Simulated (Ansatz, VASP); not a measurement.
# MnS: VASP beside Ansatz

File INCAR:

```
SYSTEM = MnS
PREC = Accurate
ENCUT = 520
EDIFF = 1E-6
ISMEAR = 1
SIGMA = 0.1
LREAL = .False.
LASPH = .True.
NELM = 150
ALGO = Normal
ISIF = 2
LWAVE = .False.
LCHARG = .False.
ISPIN = 2
MAGMOM = 2.8 0
LORBIT = 11
LMAXMIX = 4
LDAU = .True.
LDAUTYPE = 1
LDAUL = 2 -1
LDAUU = 4.9 0
LDAUJ = 0.9 0
LDAUPRINT = 1
NBANDS = 20
```

The input KPOINTS:

```
Automatic mesh
0
Gamma
  7 7 7
  0 0 0
```

Contents of POSCAR:

```
MnS
1.0
    0.0000000000      2.6831951200      2.6831951200
    2.6831951200      0.0000000000      2.6831951200
    2.6831951200      2.6831951200      0.0000000000
Mn S
1 1
Direct
    0.0000000000      0.0000000000      0.0000000000
    0.2500000000      0.2500000000      0.2500000000
```

Input for Ansatz:

```yaml
crystal:
  lattice:
    - [0.0, 2.683195119955159, 2.683195119955159]
    - [2.683195119955159, 0.0, 2.683195119955159]
    - [2.683195119955159, 2.683195119955159, 0.0]
  atoms:
    - { symbol: Mn, position: [0.0, 0.0, 0.0], spin: 2.8 }
    - { symbol: S, position: [0.25, 0.25, 0.25] }
basis:
  ecutwfc: 500.0
kpoints:
  mp_grid:
    grid: [7, 7, 7]
hamiltonian:
  xc: lda
  pseudopotentials:
    kind: paw
  hubbard:
    - { species: Mn, l: d, u: 4.9, j: 0.9 }
magnetization:
  spin_polarized: true
scf:
  occupations:
    method: cold
    width: 0.1
```

Alike in both runs: task single point; functional LDA; k mesh 7 × 7 × 7; collinear spin; Hubbard terms Mn d U = 4.9 eV, J = 0.9 eV.

|  | VASP | Ansatz |
| --- | --- | --- |
| version | VASP 6.6.1 | Ansatz 0.2.0 |
| potentials or method | VASP PAW LDA potentials, release 64 (Mn_pv, S), cutoff 520 eV | plane waves, PAW |
| occupations | methfessel-paxton of order 1, width 0.1 eV | cold, width 0.1 eV |
| valence electrons in the cell | 19 | 21 |

VASP gave:

* net moment per atom (μB): 2.49
* size of the moment on the site where the two differ most (μB): 4.47

What did Ansatz give for the same quantities?

net moment per atom (μB): 2.50; size of the moment on the site where the two differ most (μB): 4.19.

LDA's correlation is that of Perdew and Zunger in VASP and of Perdew and Wang (1992) in Ansatz. Site moments also hang on the region over which each program counts them. The programs project onto different local orbitals, so the same U acts differently, and such runs can settle in different states. VASP's potentials hold 19 valence electrons a cell and Ansatz's 21, so a difference there can come from the potentials and not from the codes. Ansatz's warnings: stability check not made.
